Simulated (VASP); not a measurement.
# Sr3Nb (I4/mmm) in VASP: single point with PBE

Aim: the single point of Sr3Nb with PBE.

Everything below comes from runs of VASP 6.6.1. Logs are shortened: lines on timing, memory, paths and dates and some standing lists are left out, and cuts for length are marked.

## 1. The cell of the first run

It takes space group I4/mmm (No. 139, tetragonal). The conventional cell has a = 5.379 Å, b = 5.379 Å, c = 10.296 Å, α = 90.00°, β = 90.00°, γ = 90.00°. Sr (site symmetry 4/mmm) has 8 Sr at 3.72 Å and 4 Nb at 3.80 Å within 4.9 Å. Sr (site symmetry -4m2) has 8 Sr at 3.72 to 3.80 Å and 4 Nb at 3.72 Å within 4.9 Å. Within 4.9 Å of Nb (site symmetry 4/mmm) lie 12 Sr at 3.72 to 3.80 Å.

## 2. Single point, PBE

The input, INCAR:

```
SYSTEM = Sr3Nb
ALGO = Fast
EDIFF = 1E-6
ENCUT = 520
GGA = PE
ISIF = 2
ISMEAR = 0
LASPH = .True.
LCHARG = .False.
LREAL = .False.
LWAVE = .False.
NBANDS = 30
NELM = 80
PREC = Accurate
SIGMA = 0.1
```

The input, KPOINTS:

```
k-points
0
Gamma
  6 6 6
  0 0 0
```

The input, POSCAR:

```
Sr3Nb
1.0
   -2.6893735952      2.6893735952      5.1478489445
    2.6893735952     -2.6893735952      5.1478489445
    2.6893735952      2.6893735952     -5.1478489445
Sr Nb
3 1
Direct
    0.5000000000      0.5000000000      0.0000000000
    0.2500000000      0.7500000000      0.5000000000
    0.7500000000      0.2500000000      0.5000000000
    0.0000000000      0.0000000000      0.0000000000
```

Potentials or basis: VASP PAW PBE potentials, release 64 (Sr_sv, Nb_sv).

Started as:

```
$ cat potpaw_PBE.64/Sr_sv/POTCAR potpaw_PBE.64/Nb_sv/POTCAR > POTCAR
$ mpirun -np 1 vasp_std > vasp.out
```

OUTCAR:

```text
SYSTEM = Sr3Nb
   EDIFF = 1E-6
   ENCUT = 520
   GGA = PE
   ISIF = 2
   ISMEAR = 0
   LASPH = .True.
   LREAL = .False.
   NELM = 80
   PREC = Accurate

 ion  position               nearest neighbor table
   1  0.500  0.500  0.000-   2 3.72   3 3.72   2 3.72   3 3.72   2 3.72   3 3.72   2 3.72   3 3.72
                             4 3.80   4 3.80   4 3.80   4 3.80
   2  0.250  0.750  0.500-   4 3.72   1 3.72   1 3.72   4 3.72   1 3.72   4 3.72   4 3.72   1 3.72
                             3 3.80   3 3.80   3 3.80   3 3.80
   3  0.750  0.250  0.500-   1 3.72   4 3.72   1 3.72   4 3.72   1 3.72   4 3.72   1 3.72   4 3.72
                             2 3.80   2 3.80   2 3.80   2 3.80
   4  0.000  0.000  0.000-   3 3.72   2 3.72   2 3.72   3 3.72   2 3.72   3 3.72   3 3.72   2 3.72
                             1 3.80   1 3.80   1 3.80   1 3.80

  LATTYP: Found a body centered tetragonal cell.
 ALAT       =     5.3787471904
 C/A-ratio  =     1.9141442281

  Lattice vectors:

 A1 = (  -2.6893735952,   2.6893735952,   5.1478489445)
 A2 = (   2.6893735952,  -2.6893735952,   5.1478489445)
 A3 = (   2.6893735952,   2.6893735952,  -5.1478489445)

Analysis of symmetry for initial positions (statically):
=====================================================================
 Subroutine PRICEL returns:
 Original cell was already a primitive cell.

 Routine SETGRP: Setting up the symmetry group for a
 body centered tetragonal supercell.

 Subroutine GETGRP returns: Found 16 space group operations
 (whereof 16 operations were pure point group operations)
 out of a pool of 16 trial point group operations.

The static configuration has the point symmetry D_4h.

Analysis of symmetry for dynamics (positions and initial velocities):
=====================================================================
 Subroutine PRICEL returns:
 Original cell was already a primitive cell.

 Routine SETGRP: Setting up the symmetry group for a
 body centered tetragonal supercell.

 Subroutine GETGRP returns: Found 16 space group operations
 (whereof 16 operations were pure point group operations)
 out of a pool of 16 trial point group operations.

The dynamic configuration has the point symmetry D_4h.

 Subroutine INISYM returns: Found 16 space group operations
 (whereof 16 operations are pure point group operations),
 and found     1 'primitive' translations

----------------------------------------------------------------------------------------

                                     Primitive cell

  volume of cell :     148.9320

  direct lattice vectors                    reciprocal lattice vectors
    -2.689373595  2.689373595  5.147848944     0.000000000  0.185916899  0.097127947
     2.689373595 -2.689373595  5.147848944     0.185916899  0.000000000  0.097127947
     2.689373595  2.689373595 -5.147848944     0.185916899  0.185916899  0.000000000

  length of vectors
     6.400453845  6.400453845  6.400453845     0.209759223  0.209759223  0.262926201

  position of ions in fractional coordinates (direct lattice)
     0.500000000  0.500000000  0.000000000
     0.250000000  0.750000000  0.500000000
     0.750000000  0.250000000  0.500000000
     0.000000000  0.000000000  0.000000000

  ion indices of the primitive-cell ions
   primitive index   ion index
                 1           1
                 2           2
                 3           3
                 4           4

----------------------------------------------------------------------------------------

 KPOINTS: k-points

Automatic generation of k-mesh.
 Grid dimensions read from file:
 generate k-points for:    6    6    6

 Generating k-lattice:

  Cartesian coordinates                     Fractional coordinates (reciprocal lattice)
     0.000000000  0.030986150  0.016187991     0.166666667  0.000000000  0.000000000
     0.030986150  0.000000000  0.016187991     0.000000000  0.166666667  0.000000000
     0.030986150  0.030986150  0.000000000     0.000000000  0.000000000  0.166666667

  Length of vectors
     0.034959870  0.034959870  0.043821033

  Shift w.r.t. Gamma in fractional coordinates (k-lattice)
     0.000000000  0.000000000  0.000000000

 Subroutine IBZKPT returns following result:
 ===========================================

 Found     30 irreducible k-points:

 Following reciprocal coordinates:
            Coordinates               Weight
  0.000000  0.000000  0.000000      1.000000
  0.166667 -0.000000  0.000000      8.000000
  0.333333 -0.000000  0.000000      8.000000
  0.500000 -0.000000  0.000000      4.000000
  0.166667  0.166667  0.000000      8.000000
  0.333333  0.166667  0.000000     16.000000
[... 16 lines left out ...]
 -0.333333 -0.333333  0.166667      8.000000
 -0.166667 -0.333333  0.166667      8.000000
 [... further k-points ...]
   k-points           NKPTS =     30   k-points in BZ     NKDIM =     30   number of bands    NBANDS=     30
   number of dos      NEDOS =    301   number of ions     NIONS =      4
   total plane-waves  NPLWV = 110592
   dimension x,y,z NGX =    48 NGY =   48 NGZ =   48
   dimension x,y,z NGXF=    96 NGYF=   96 NGZF=   96
   ions per type =               3   1
   NGX,Y,Z   is equivalent  to a cutoff of  12.47, 12.47, 12.47 a.u.
   NGXF,Y,Z  is equivalent  to a cutoff of  24.94, 24.94, 24.94 a.u.
 SYSTEM =  Sr3Nb
   PREC   = accura    normal or accurate (medium, high low for compatibility)
   ISTART =      0    job   : 0-new  1-cont  2-samecut
   ICHARG =      2    charge: 1-file 2-atom 10-const
   ISPIN  =      1    spin polarized calculation?
   LNONCOLLINEAR =      F non collinear calculations
   LSORBIT =      F    spin-orbit coupling
   LASPH  =      T    aspherical Exc in radial PAW
   ENCUT  =  520.0 eV  38.22 Ry    6.18 a.u.  11.90 11.90 11.90*2*pi/ulx,y,z
   NELM   =     80;   NELMIN=  2; NELMDL= -5     # of ELM steps
   EDIFF  = 0.1E-05   stopping-criterion for ELM
   LREAL  =      F    real-space projection
   EDIFFG = 0.1E-04   stopping-criterion for IOM
   NSW    =      0    number of steps for IOM
   IBRION =     -1    ionic relax: 0-MD 1-quasi-New 2-CG
   NFREE  =      0    steps in history (QN), initial steepest desc. (CG)
   ISIF   =      2    stress and relaxation
   ISYM   =      2    0-nonsym 1-usesym 2-fastsym
   POTIM  = 0.5000    time-step for ionic-motion
   TEBEG  =    0.0;   TEEND  =   0.0 temperature during run
   PSTRESS=    0.0 pullay stress
   NELECT =      43.0000    total number of electrons
   NUPDOWN=      -1.0000    fix difference up-down
   EMIN   =  10.00;   EMAX   =-10.00  energy-range for DOS
   EFERMI =   0.00;   METHOD = LEGACY
   ISMEAR =     0;   SIGMA  =   0.10  broadening in eV -4-tet -1-fermi 0-gaus
   EFERMI_NEDOS =   21; number of points for ismear=-14 and -15
   IALGO  =     68    algorithm
   IMIX   =      4    mixing-type and parameters
     AMIX     =   0.40;   BMIX     =  1.00
     AMIX_MAG =   1.60;   BMIX_MAG =  1.00
  volume/ion in A,a.u.               =      37.23       251.26
  Fermi-wavevector in a.u.,A,eV,Ry     =   1.082019  2.044720 15.929232  1.170766
  Thomas-Fermi vector in A             =   2.218050
   LORBIT       =      0    0 simple, 1 ext, 2 COOP (PROOUT), +10 PAW based schemes
   GGA     = PE    functional components
   LHFCALC =     F    Hartree Fock is set to
   AEXX    =    0.0000 exact exchange contribution
   IVDW    =     0    specifies the selected vdW correction
   LEPSILON=     F    determine dielectric tensor
   LRPA    =     F    only Hartree local field effects (RPA)
 non-spin polarized calculation
 RMM-DIIS sequential band-by-band and
 Gauss-broadening in eV      SIGMA  =   0.10
  energy-cutoff  :      520.00
  volume of cell :      148.93
 maximum number of plane-waves:      4035
   NGX = 23   NGY = 23   NGZ = 23

 number of electron      43.0000000 magnetization

 Free energy of the ion-electron system (eV)
  ---------------------------------------------------
  ext. energy  EPLUGINS =         0.00000000
  ---------------------------------------------------
  free energy    TOTEN  =       -11.61547662 eV

  energy without entropy =      -11.54664982  energy(sigma->0) =      -11.58106322

 E-fermi :   3.1043     XC(G=0):  -8.7295

 val. band max:        3.1032078655   @ k =   0.5000   0.5000   0.1667
 cond. band min:       3.1063097453   @ k =  -0.3333   0.3333   0.1667
 fundamental gap:      0.0031018798
 Fermi energy:         3.1042758253

 k-point     1 :       0.0000    0.0000    0.0000
  band No.  band energies     occupation
      1     -51.8628      2.00000
      2     -32.5763      2.00000
      3     -32.4138      2.00000
      4     -32.3797      2.00000
      5     -27.8907      2.00000
      6     -27.8907      2.00000
[... 22 lines left out ...]
     29       5.5440      0.00000
     30       5.8453      0.00000

 k-point     2 :       0.1667   -0.0000    0.0000
  band No.  band energies     occupation
      1     -51.8628      2.00000
      2     -32.5742      2.00000
      3     -32.4128      2.00000
      4     -32.3827      2.00000
      5     -27.8908      2.00000
      6     -27.8907      2.00000
[... 22 lines left out ...]
     29       5.5452      0.00000
     30       5.7364      0.00000

 k-point     3 :       0.3333   -0.0000    0.0000
  band No.  band energies     occupation
      1     -51.8628      2.00000
      2     -32.5702      2.00000
      3     -32.4089      2.00000
      4     -32.3907      2.00000
      5     -27.8909      2.00000
      6     -27.8907      2.00000
[... 22 lines left out ...]
     29       5.6678      0.00000
     30       5.9031      0.00000

 k-point     4 :       0.5000   -0.0000    0.0000
  band No.  band energies     occupation
      1     -51.8628      2.00000
      2     -32.5682      2.00000
      3     -32.4021      2.00000
      4     -32.3997      2.00000
      5     -27.8909      2.00000
      6     -27.8907      2.00000
[... 616 lines left out ...]
     29       5.7460      0.00000
     30       6.1240      0.00000

 k-point    23 :      -0.3333   -0.3333    0.1667
  band No.  band energies     occupation
      1     -51.8628      2.00000
      2     -32.5678      2.00000
      3     -32.4168      2.00000
      4     -32.3855      2.00000
      5     -27.8908      2.00000
      6     -27.8908      2.00000
[... 22 lines left out ...]
     29       5.6071      0.00000
     30       5.9680      0.00000

 k-point    24 :      -0.1667   -0.3333    0.1667
  band No.  band energies     occupation
      1     -51.8628      2.00000
      2     -32.5705      2.00000
      3     -32.4167      2.00000
      4     -32.3829      2.00000
      5     -27.8908      2.00000
      6     -27.8907      2.00000
[... 22 lines left out ...]
     29       5.7655      0.00000
     30       5.9664      0.00000

 [... further k-points ...]

------------------------ aborting loop because EDIFF is reached ----------------------------------------

  FORCE on cell =-STRESS in cart. coord.  units (eV):
  Direction    XX          YY          ZZ          XY          YZ          ZX
  --------------------------------------------------------------------------------------
  -------------------------------------------------------------------------------------
  Total        0.1735471      0.1735471     -0.0277053      0.0000000      0.0000000      0.0000000
  in kB        1.8669810      1.8669810     -0.2980479      0.0000000      0.0000000      0.0000000
  external PRESSURE =       1.1453047 kB  Pullay stress =       0.0000000 kB

 VOLUME and BASIS-vectors are now :
 -----------------------------------------------------------------------------
  energy-cutoff  :      520.00
  volume of cell :      148.93
      direct lattice vectors                 reciprocal lattice vectors
    -2.689373595  2.689373595  5.147848944     0.000000000  0.185916899  0.097127947
     2.689373595 -2.689373595  5.147848944     0.185916899  0.000000000  0.097127947
     2.689373595  2.689373595 -5.147848944     0.185916899  0.185916899  0.000000000

 POSITION                                       TOTAL-FORCE (eV/Angst)
 -----------------------------------------------------------------------------------
      0.00000      0.00000      5.14785         0.000000      0.000000     -0.000000
      2.68937     -0.00000      2.57392        -0.000000     -0.000000      0.000000
     -0.00000      2.68937      2.57392         0.000000     -0.000000      0.000000
      0.00000      0.00000      0.00000         0.000000      0.000000     -0.000000
 -----------------------------------------------------------------------------------
    total drift:                                0.000000     -0.000000      0.000000

  FREE ENERGIE OF THE ION-ELECTRON SYSTEM (eV)
  ---------------------------------------------------
  free  energy   TOTEN  =       -11.6154766237 eV

  energy  without entropy=      -11.5466498207  energy(sigma->0) =      -11.58106322
```

Wall time 5.6 min (1 thread of Intel Xeon 6975P-C (Granite Rapids), shared host); peak memory 0.39 GiB.

Results:

```
Free energy            : -11.6155 eV
Pressure               : 0.1 GPa
Band gap on the k mesh : zero (an odd number of electrons rules out a gap without spin polarisation)
```

Levels at points of the mesh, in eV from the Fermi level:
| k point | band 19 | band 20 | band 21 | band 22 | band 23 | band 24 |
| --- | --- | --- | --- | --- | --- | --- |
| (0.00, 0.00, 0.00) | -0.48 | -0.45 | 0.04 | 0.04 | 0.08 | 0.99 |
| (0.50, 0.00, 0.00) | -0.38 | -0.20 | -0.01 | 0.03 | 0.05 | 0.48 |
| (0.50, 0.50, 0.00) | -1.13 | -0.93 | 0.11 | 0.19 | 0.61 | 0.91 |
| (0.50, 0.50, 0.50) | -1.16 | -1.13 | -0.39 | -0.39 | -0.06 | 1.31 |
